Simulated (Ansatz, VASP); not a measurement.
# Two plane-wave programs on BN

INCAR

```
  PREC = Accurate
  ENCUT = 520
  EDIFF = 1E-7
  ISMEAR = 0
  SIGMA = 0.01
  LREAL = F
  LASPH = T
  NELM = 100
  ALGO = Normal
  ISIF = 2
  LWAVE = F
  LCHARG = F
  GGA = PE
  NBANDS = 26
```

File KPOINTS:

```
Automatic mesh
0
Gamma
  9 9 4
```

The input POSCAR:

```
BN
1.0
    2.6086259178      0.0000000000      0.0000000000
   -1.3043129589      2.2591363138      0.0000000000
    0.0000000000      0.0000000000      8.5738673908
B N
4 4
Direct
    0.0000000000      0.0000000000      0.0003724745
    0.3333333333      0.6666666667      0.2497003558
    0.0000000000      0.0000000000      0.5003724745
    0.6666666667      0.3333333333      0.7497003558
    0.0000000000      0.0000000000      0.1870105293
    0.3333333333      0.6666666667      0.4379166404
    0.0000000000      0.0000000000      0.6870105293
    0.6666666667      0.3333333333      0.9379166404
```

Input for Ansatz:

```yaml
crystal:
  lattice:
    - [2.6086259178, 0.0, 0.0]
    - [-1.3043129589, 2.2591363138, 0.0]
    - [0.0, 0.0, 8.5738673908]
  atoms:
    - { symbol: B, position: [0.0, 0.0, 0.0003724745] }
    - { symbol: B, position: [0.3333333333, 0.6666666667, 0.2497003558] }
    - { symbol: B, position: [0.0, 0.0, 0.5003724745] }
    - { symbol: B, position: [0.6666666667, 0.3333333333, 0.7497003558] }
    - { symbol: "N", position: [0.0, 0.0, 0.1870105293] }
    - { symbol: "N", position: [0.3333333333, 0.6666666667, 0.4379166404] }
    - { symbol: "N", position: [0.0, 0.0, 0.6870105293] }
    - { symbol: "N", position: [0.6666666667, 0.3333333333, 0.9379166404] }
kpoints:
  mp_grid: { grid: [9, 9, 4] }
hamiltonian:
  xc: pbe
scf:
  occupations: { method: fixed }
  n_extra_bands: 6
output:
  forces: true
  stress: true
  eigenvalues: true
```

Alike in both runs: task single point; functional PBE; k mesh 9 × 9 × 4; no spin polarisation.

|  | VASP | Ansatz |
| --- | --- | --- |
| version | VASP 6.6.1 | Ansatz 0.2.0 |
| potentials or method | VASP PAW PBE potentials, release 64 (B, N) | plane waves, PAW |
| plane-wave cutoff (eV) | 520 | 420 |
| occupations | gaussian, width 0.01 eV | fixed |
| valence electrons in the cell | 32 | 32 |

VASP gave:

```
gap on the k mesh at the Fermi level (eV)                     : 5.47
pressure (GPa)                                                : -19.3
traceless stress, the component that is largest in VASP (GPa) : -0.08
rms of the force components (eV/Å)                            : 0.012
```

Q: Estimate Ansatz's values.

A: gap on the k mesh at the Fermi level (eV): 5.47; pressure (GPa): -19.4; traceless stress, the component that is largest in VASP (GPa): -0.06; rms of the force components (eV/Å): 0.013.

Atom by atom the forces differ by 0.001 eV/Å (rms over components).
